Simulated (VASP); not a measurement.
Here is a VASP 6.6.1 calculation.

Contents of INCAR:

```
ALGO = Normal ; EDIFF = 1E-6
EDIFFG = -0.03 ; ENCUT = 520
IBRION = 2 ; ISIF = 2
ISMEAR = 0 ; LASPH = T
LCHARG = F ; LREAL = Auto
LWAVE = F ; NELM = 60
NSW = 80 ; PREC = Accurate
SIGMA = 0.05
```

Contents of KPOINTS:

```
k-points
0
Gamma
  2 2 1
```

Contents of POSCAR:

```
H3C5
1.0
    5.0487420000      0.0000000000      0.0000000000
    0.0000000000      5.0487420000      0.0000000000
    0.0000000000      0.0000000000     16.8355610000
H C
12 20
Selective dynamics
Direct
    0.4277868000      0.0000000000      0.0593981000  F F F
    0.0722132000      0.0000000000      0.0593981000  F F F
    0.9277868000      0.0000000000      0.0593981000  F F F
    0.5722132000      0.0000000000      0.0593981000  F F F
    0.4277868000      0.5000000000      0.0593981000  F F F
    0.0722132000      0.5000000000      0.0593981000  F F F
    0.9277868000      0.5000000000      0.0593981000  F F F
    0.5722132000      0.5000000000      0.0593981000  F F F
    0.2500000000      0.4791182000      0.3466211000  T T T
    0.7500000000      0.4791182000      0.3466211000  T T T
    0.5826320000      0.7078772000      0.3299896000  T T T
    0.4784898000      0.8219946000      0.3299896000  T T T
    0.2500000000      0.0000000000      0.0970980000  F F F
    0.7500000000      0.0000000000      0.0970980000  F F F
    0.2500000000      0.5000000000      0.0970980000  F F F
    0.7500000000      0.5000000000      0.0970980000  F F F
    0.2500000000      0.2500000000      0.1501108000  F F F
    0.7500000000      0.2500000000      0.1501108000  F F F
    0.2500000000      0.7500000000      0.1501108000  F F F
    0.7500000000      0.7500000000      0.1501108000  F F F
    0.0000000000      0.2500000000      0.2031236000  T T T
    0.5000000000      0.2500000000      0.2031236000  T T T
    0.0000000000      0.7500000000      0.2031236000  T T T
    0.5000000000      0.7500000000      0.2031236000  T T T
    0.0000000000      0.0000000000      0.2561364000  T T T
    0.5000000000      0.0000000000      0.2561364000  T T T
    0.0000000000      0.5000000000      0.2561364000  T T T
    0.5000000000      0.5000000000      0.2561364000  T T T
    0.2500000000      0.0969069000      0.3067733000  T T T
    0.7500000000      0.0969069000      0.3067733000  T T T
    0.2500000000      0.4030931000      0.2853900000  T T T
    0.7500000000      0.4030931000      0.2853900000  T T T
```

Potentials or basis: VASP PAW LDA potentials, release 64 (H, C).

Launch:

```console
$ cat potpaw_LDA.64/H/POTCAR potpaw_LDA.64/C/POTCAR > POTCAR
$ mpirun -np 1 vasp_std > vasp.out
```

(1) Estimate the energy gained by relaxing.

(2) Predict the band gap on the k mesh.

Answers

(1) 397.3 meV/atom.

(2) 2.01 eV (least direct gap 2.04 eV).

Caveat: the k points lie up to 0.62 Å⁻¹ apart; there is no dipole correction, which matters where the two faces differ.
